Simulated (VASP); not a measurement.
Set up this calculation in VASP 6.6.1, as the native input.

* Task: single point
* Functional: PBE
* Potentials or basis: VASP PAW PBE potentials, release 64 (W_sv, S)
* Cutoff: 500 eV
* k mesh: 12 × 12 × 2
* Occupations: fermi-dirac, width 0.02 eV
* Spin: no spin polarisation
* Dipole correction: no
* Further INCAR settings: ALGO = Normal; EDIFF = 1e-06; NBANDS = 35

The structure of WS2 lies in POSCAR:

```
WS2
1.0
    3.1699462934      0.0000000000      0.0000000000
   -1.5849731467      2.7452540187      0.0000000000
    0.0000000000      0.0000000000     12.2412491414
W S
2 4
Direct
    0.3333333333      0.6666666667      0.2500000000
    0.6666666667      0.3333333333      0.7500000000
    0.6666666667      0.3333333333      0.3774580259
    0.6666666667      0.3333333333      0.1225419741
    0.3333333333      0.6666666667      0.8774580259
    0.3333333333      0.6666666667      0.6225419741
```

This cell differs from its parent crystal: uniaxial z strain -2.0%.

One way to write it, as run:

INCAR

```
ALGO = Normal ; EDIFF = 1E-6
ENCUT = 500 ; GGA = PE
GGA_COMPAT = False ; ISIF = 2
ISMEAR = -1 ; LASPH = True
LCHARG = False ; LREAL = False
LWAVE = False ; NBANDS = 35
NELM = 120 ; PREC = Accurate
SIGMA = 0.02
```

KPOINTS

```
k-points
0
Gamma
  12 12 2
```

Potentials or basis: VASP PAW PBE potentials, release 64 (W_sv, S).

The run is started by

```console
$ cat potpaw_PBE.64/W_sv/POTCAR potpaw_PBE.64/S/POTCAR > POTCAR
$ mpirun -np 1 vasp_std > vasp.out
```

It gave:

```json
{"Pressure": "3.8 GPa", "Largest force": "0.205 eV/Å", "Band gap on the k mesh": "0.96 eV, indirect (least direct gap 1.75 eV)"}
```

Caveat: the cell differs from its parent crystal (uniaxial z strain -2.0%); spin-orbit coupling is left out, which moves the levels of the heavy elements; this functional lacks dispersion, which binds the layers, so the pressure and a relaxed spacing across them are unreliable.

Run time: 63 s on 1 thread of Intel(R) Xeon(R) 6975P-C (Granite Rapids), on a shared host, peak memory 0.26 GiB.
